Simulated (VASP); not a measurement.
# Pt (Im-3m) in VASP: further runs

Pt is run at these levels: PBEsol+D4, PBE+D3(BJ), PBE+D4, RPBE+D4; tasks: single point.

Everything below comes from runs of VASP 6.6.1. Logs are shortened: lines on timing, memory, paths and dates and some standing lists are left out, and cuts for length are marked.

## Step 1: The cell of the first run

Symmetry: Im-3m, No. 229, cubic system. The conventional cell has a = 3.105 Å, b = 3.105 Å, c = 3.105 Å, α = 90.00°, β = 90.00°, γ = 90.00°. Pt (site symmetry m-3m) has 14 Pt at 2.69 to 3.10 Å within 3.5 Å.

## Step 2: Single point, PBEsol+D4

INCAR

```
PREC = Accurate ; ENCUT = 520
EDIFF = 1E-6 ; ISMEAR = -1
SIGMA = 0.05 ; LREAL = F
LASPH = T ; NELM = 100
ALGO = Normal ; ISIF = 2
LWAVE = F ; LCHARG = F
GGA = PS ; IVDW = 13
NBANDS = 11
```

KPOINTS

```
regular mesh
0
Gamma
  12 12 12
```

POSCAR

```
Pt
1.0
   -1.5524964685      1.5524964685      1.5524964685
    1.5524964685     -1.5524964685      1.5524964685
    1.5524964685      1.5524964685     -1.5524964685
Pt
1
Direct
    0.0000000000      0.0000000000      0.0000000000
```

Potentials or basis: VASP PAW PBE potentials, release 64 (Pt).

Launch:

```sh
> cat potpaw_PBE.64/Pt/POTCAR > POTCAR
> mpirun -np 1 vasp_std > vasp.out
```

OUTCAR:

```text
PREC = Accurate
   ENCUT = 520
   EDIFF = 1E-6
   ISMEAR = -1
   LREAL = F
   LASPH = T
   NELM = 100
   ISIF = 2
   GGA = PS
   IVDW = 13

 ion  position               nearest neighbor table
   1  0.000  0.000  0.000-

  LATTYP: Found a body centered cubic cell.
 ALAT       =     3.1049929370

  Lattice vectors:

 A1 = (  -1.5524964685,   1.5524964685,   1.5524964685)
 A2 = (   1.5524964685,  -1.5524964685,   1.5524964685)
 A3 = (   1.5524964685,   1.5524964685,  -1.5524964685)

Analysis of symmetry for initial positions (statically):
=====================================================================
 Subroutine PRICEL returns:
 Original cell was already a primitive cell.

 Routine SETGRP: Setting up the symmetry group for a
 body centered cubic supercell.

 Subroutine GETGRP returns: Found 48 space group operations
[... 9 lines left out ...]

 Routine SETGRP: Setting up the symmetry group for a
 body centered cubic supercell.

 Subroutine GETGRP returns: Found 48 space group operations
[... 11 lines left out ...]
                                     Primitive cell

  volume of cell :      14.9676

  direct lattice vectors                    reciprocal lattice vectors
    -1.552496469  1.552496469  1.552496469     0.000000000  0.322061924  0.322061924
     1.552496469 -1.552496469  1.552496469     0.322061924  0.000000000  0.322061924
     1.552496469  1.552496469 -1.552496469     0.322061924  0.322061924  0.000000000

  length of vectors
     2.689002762  2.689002762  2.689002762     0.455464341  0.455464341  0.455464341

  position of ions in fractional coordinates (direct lattice)
     0.000000000  0.000000000  0.000000000

  ion indices of the primitive-cell ions
   primitive index   ion index
                 1           1

----------------------------------------------------------------------------------------

 KPOINTS: regular mesh

Automatic generation of k-mesh.
 Grid dimensions read from file:
 generate k-points for:   12   12   12

 Generating k-lattice:

  Cartesian coordinates                     Fractional coordinates (reciprocal lattice)
     0.000000000  0.026838494  0.026838494     0.083333333  0.000000000  0.000000000
     0.026838494  0.000000000  0.026838494     0.000000000  0.083333333  0.000000000
     0.026838494  0.026838494  0.000000000     0.000000000  0.000000000  0.083333333

  Length of vectors
     0.037955362  0.037955362  0.037955362

  Shift w.r.t. Gamma in fractional coordinates (k-lattice)
     0.000000000  0.000000000  0.000000000

 Subroutine IBZKPT returns following result:
 ===========================================

 Found     72 irreducible k-points:

 Following reciprocal coordinates:
            Coordinates               Weight
  0.000000  0.000000  0.000000      1.000000
  0.083333  0.000000  0.000000     12.000000
  0.166667  0.000000  0.000000     12.000000
  0.250000  0.000000  0.000000     12.000000
  0.333333  0.000000  0.000000     12.000000
  0.416667  0.000000  0.000000     12.000000
[... 16 lines left out ...]
  0.333333  0.083333  0.083333     24.000000
  0.416667  0.083333  0.083333     12.000000
 [... further k-points ...]
   k-points           NKPTS =     72   k-points in BZ     NKDIM =     72   number of bands    NBANDS=     11
   number of dos      NEDOS =    301   number of ions     NIONS =      1
   total plane-waves  NPLWV =   8000
   dimension x,y,z NGX =    20 NGY =   20 NGZ =   20
   dimension x,y,z NGXF=    40 NGYF=   40 NGZF=   40
   ions per type =               1
   NGX,Y,Z   is equivalent  to a cutoff of  12.36, 12.36, 12.36 a.u.
   NGXF,Y,Z  is equivalent  to a cutoff of  24.73, 24.73, 24.73 a.u.
 SYSTEM =  unknown system
   PREC   = accura    normal or accurate (medium, high low for compatibility)
   ISTART =      0    job   : 0-new  1-cont  2-samecut
   ICHARG =      2    charge: 1-file 2-atom 10-const
   ISPIN  =      1    spin polarized calculation?
   LNONCOLLINEAR =      F non collinear calculations
   LSORBIT =      F    spin-orbit coupling
   LASPH  =      T    aspherical Exc in radial PAW
   ENCUT  =  520.0 eV  38.22 Ry    6.18 a.u.   5.00  5.00  5.00*2*pi/ulx,y,z
   NELM   =    100;   NELMIN=  2; NELMDL= -5     # of ELM steps
   EDIFF  = 0.1E-05   stopping-criterion for ELM
   LREAL  =      F    real-space projection
   EDIFFG = 0.1E-04   stopping-criterion for IOM
   NSW    =      0    number of steps for IOM
   IBRION =     -1    ionic relax: 0-MD 1-quasi-New 2-CG
   NFREE  =      0    steps in history (QN), initial steepest desc. (CG)
   ISIF   =      2    stress and relaxation
   ISYM   =      2    0-nonsym 1-usesym 2-fastsym
   POTIM  = 0.5000    time-step for ionic-motion
   TEBEG  =    0.0;   TEEND  =   0.0 temperature during run
   PSTRESS=    0.0 pullay stress
   NELECT =      10.0000    total number of electrons
   NUPDOWN=      -1.0000    fix difference up-down
   EMIN   =  10.00;   EMAX   =-10.00  energy-range for DOS
   EFERMI =   0.00;   METHOD = LEGACY
   ISMEAR =    -1;   SIGMA  =   0.05  broadening in eV -4-tet -1-fermi 0-gaus
   EFERMI_NEDOS =   21; number of points for ismear=-14 and -15
   IALGO  =     38    algorithm
   IMIX   =      4    mixing-type and parameters
     AMIX     =   0.40;   BMIX     =  1.00
     AMIX_MAG =   1.60;   BMIX_MAG =  1.00
  volume/ion in A,a.u.               =      14.97       101.01
  Fermi-wavevector in a.u.,A,eV,Ry     =   1.431169  2.704517 27.868056  2.048244
  Thomas-Fermi vector in A             =   2.550935
   LORBIT       =      0    0 simple, 1 ext, 2 COOP (PROOUT), +10 PAW based schemes
   GGA     = PS    functional components
   LHFCALC =     F    Hartree Fock is set to
   AEXX    =    0.0000 exact exchange contribution
   IVDW    =    13    specifies the selected vdW correction
   LEPSILON=     F    determine dielectric tensor
   LRPA    =     F    only Hartree local field effects (RPA)
 non-spin polarized calculation
  energy-cutoff  :      520.00
  volume of cell :       14.97
 maximum number of plane-waves:       420
   NGX =  9   NGY =  9   NGZ =  9

 number of electron      10.0000000 magnetization

 Free energy of the ion-electron system (eV)
  ---------------------------------------------------
  ext. energy  EPLUGINS =         0.00000000
  ---------------------------------------------------
  free energy    TOTEN  =        -6.86678873 eV

  energy without entropy =       -6.86123352  energy(sigma->0) =       -6.86401113

 E-fermi :  10.9305     XC(G=0): -13.6651

 val. band max:       10.8825825657   @ k =   0.5000   0.5000   0.4167
 cond. band min:      10.9805412634   @ k =  -0.4167  -0.4167   0.1667
 fundamental gap:      0.0979586977
 Fermi energy:        10.9304921343

 k-point     1 :       0.0000    0.0000    0.0000
  band No.  band energies     occupation
      1       0.8727      2.00000
      2       7.2219      2.00000
      3       7.2219      2.00000
      4       7.2219      2.00000
      5       9.9419      2.00000
      6       9.9419      2.00000
      7      28.0712      0.00000
      8      28.0712      0.00000
      9      28.0712      0.00000
     10      38.7725      0.00000
     11      38.7725      0.00000

 k-point     2 :       0.0833    0.0000    0.0000
  band No.  band energies     occupation
      1       1.1691      2.00000
      2       7.1011      2.00000
      3       7.2183      2.00000
      4       7.4662      2.00000
      5       9.7879      2.00000
      6       9.9502      2.00000
      7      28.2107      0.00000
      8      28.3449      0.00000
      9      28.5177      0.00000
     10      36.0102      0.00000
     11      36.6762      0.00000

 k-point     3 :       0.1667    0.0000    0.0000
  band No.  band energies     occupation
      1       1.9936      2.00000
      2       6.7856      2.00000
      3       7.1816      2.00000
      4       8.1745      2.00000
      5       9.5239      2.00000
      6       9.9840      2.00000
      7      28.1804      0.00000
      8      28.2705      0.00000
      9      29.7886      0.00000
     10      34.2083      0.00000
     11      34.2998      0.00000

 k-point     4 :       0.2500    0.0000    0.0000
  band No.  band energies     occupation
      1       3.0721      2.00000
      2       6.3844      2.00000
      3       7.2458      2.00000
      4       9.2627      2.00000
      5       9.4688      2.00000
      6      10.0574      2.00000
      7      25.9769      0.00000
      8      27.1516      0.00000
      9      31.6965      0.00000
     10      33.4444      0.00000
     11      34.2067      0.00000

 k-point     5 :       0.3333    0.0000    0.0000
  band No.  band energies     occupation
      1       3.7843      2.00000
      2       6.0121      2.00000
      3       8.0365      2.00000
      4       9.6550      2.00000
      5      10.1651      2.00000
      6      10.5531      1.99895
      7      22.5419      0.00000
      8      25.7036      0.00000
      9      30.4225      0.00000
     10      33.9371      0.00000
     11      35.1522      0.00000
[... 211 lines left out ...]
 k-point    21 :       0.1667    0.0833    0.0833
  band No.  band energies     occupation
      1       3.5879      2.00000
      2       6.2975      2.00000
      3       6.5644      2.00000
      4       9.6694      2.00000
      5       9.9905      2.00000
      6      10.3075      1.99999
      7      26.0212      0.00000
      8      27.0077      0.00000
      9      28.4751      0.00000
     10      30.6417      0.00000
     11      37.5566      0.00000

 k-point    22 :       0.2500    0.0833    0.0833
  band No.  band energies     occupation
      1       4.3481      2.00000
      2       5.9598      2.00000
      3       7.0802      2.00000
      4       9.7489      2.00000
      5      10.1674      2.00000
      6      11.8926      0.00000
      7      22.3387      0.00000
      8      25.6106      0.00000
      9      27.1308      0.00000
     10      32.5665      0.00000
     11      38.0608      0.00000

 k-point    23 :       0.3333    0.0833    0.0833
  band No.  band energies     occupation
      1       4.4338      2.00000
      2       5.7412      2.00000
      3       8.3984      2.00000
      4       9.8741      2.00000
      5      10.2873      1.99999
      6      13.4993      0.00000
      7      19.0594      0.00000
      8      24.6134      0.00000
      9      25.9184      0.00000
     10      34.6287      0.00000
     11      36.5157      0.00000

 k-point    24 :       0.4167    0.0833    0.0833
  band No.  band energies     occupation
      1       4.3926      2.00000
      2       5.6658      2.00000
      3       9.1901      2.00000
      4       9.9005      2.00000
      5      10.3310      1.99999
      6      14.5106      0.00000
      7      17.3387      0.00000
      8      24.2572      0.00000
      9      25.3767      0.00000
     10      35.6839      0.00000
     11      35.9267      0.00000

 [... further k-points ...]

------------------------ aborting loop because EDIFF is reached ----------------------------------------

  DFT-D4 for vdW energy calculation

  Edisp (eV):   -0.45416

  FORCE on cell =-STRESS in cart. coord.  units (eV):
  Direction    XX          YY          ZZ          XY          YZ          ZX
  --------------------------------------------------------------------------------------
  -------------------------------------------------------------------------------------
  Total      -0.03688    -0.03688    -0.03688    -0.00000    -0.00000     0.00000
  in kB      -3.94770    -3.94770    -3.94770    -0.00000    -0.00000     0.00000
  external pressure =       -3.95 kB  Pullay stress =        0.00 kB

 VOLUME and BASIS-vectors are now :
 -----------------------------------------------------------------------------
  energy-cutoff  :      520.00
  volume of cell :       14.97
      direct lattice vectors                 reciprocal lattice vectors
    -1.552496469  1.552496469  1.552496469     0.000000000  0.322061924  0.322061924
     1.552496469 -1.552496469  1.552496469     0.322061924  0.000000000  0.322061924
     1.552496469  1.552496469 -1.552496469     0.322061924  0.322061924  0.000000000

 POSITION                                       TOTAL-FORCE (eV/Angst)
 -----------------------------------------------------------------------------------
      0.00000      0.00000      0.00000        -0.000000      0.000000     -0.000000
 -----------------------------------------------------------------------------------
    total drift:                               -0.000000     -0.000000      0.000000

  FREE ENERGIE OF THE ION-ELECTRON SYSTEM (eV)
  ---------------------------------------------------
  free  energy   TOTEN  =        -7.3209521689 eV

  energy  without entropy=       -7.3153969607  energy(sigma->0) =       -7.31817456
```

Wall time 8.1 s (1 thread of AMD EPYC 7R13 (Zen 3), shared host); peak memory 0.1 GiB.

Results:

| Item | Value |
| --- | --- |
| Free energy | -7.3210 eV |
| Pressure | -0.4 GPa |
| Band gap on the k mesh | zero (band 5 reaches 12.15 eV, above the bottom of band 6 at 9.77 eV) |
| Dispersion energy per atom | -0.454 eV |

Caveat: the PAW data sets were made with another functional, which shifts forces and pressure a little; spin-orbit coupling is left out, which moves the levels of the heavy elements; pairwise dispersion overbinds metals, which lowers pressure and volume.

## Step 3: Single point, PBE+D3(BJ)

This run uses another cell than the first one, of 15.31 Å³/atom, 1.023 times its volume.

INCAR

```
SYSTEM = Pt
  PREC = Accurate
  ENCUT = 520
  EDIFF = 1E-6
  ISMEAR = -1
  SIGMA = 0.05
  LREAL = .False.
  LASPH = .True.
  NELM = 100
  ALGO = Normal
  ISIF = 2
  LWAVE = .False.
  LCHARG = .False.
  GGA = PE
  IVDW = 12
  NBANDS = 11
```

KPOINTS

```
Automatic mesh
0
Gamma
  12 12 12
  0 0 0
```

POSCAR

```
Pt
1.0
   -1.5643800338      1.5643800338      1.5643800338
    1.5643800338     -1.5643800338      1.5643800338
    1.5643800338      1.5643800338     -1.5643800338
Pt
1
Direct
    0.0000000000      0.0000000000      0.0000000000
```

Potentials or basis: VASP PAW PBE potentials, release 64 (Pt).

Launch:

```sh
> cat potpaw_PBE.64/Pt/POTCAR > POTCAR
> mpirun -np 1 vasp_std > vasp.out
```

Wall time 8.1 s (1 thread of AMD EPYC 7R13 (Zen 3), shared host); peak memory 0.11 GiB.

It converged, with:

```
Free energy                : -6.7741 eV
Pressure                   : -0.5 GPa
Band gap on the k mesh     : zero (band 5 reaches 11.84 eV, above the bottom of band 6 at 9.55 eV)
Dispersion energy per atom : -0.766 eV
```

Levels at points of the mesh, in eV from the Fermi level:
| k point | band 3 | band 4 | band 5 | band 6 | band 7 | band 8 |
| --- | --- | --- | --- | --- | --- | --- |
| (0.00, 0.00, 0.00) | -3.57 | -3.57 | -0.97 | -0.97 | 17.17 | 17.17 |
| (0.50, 0.00, 0.00) | -1.15 | -0.63 | 0.25 | 1.19 | 6.65 | 13.35 |
| (0.50, 0.50, 0.50) | 0.64 | 0.64 | 0.64 | 7.82 | 7.82 | 7.82 |

Caveat: spin-orbit coupling is left out, which moves the levels of the heavy elements; pairwise dispersion overbinds metals, which lowers pressure and volume.

(Part 1 of 2 ends here.)
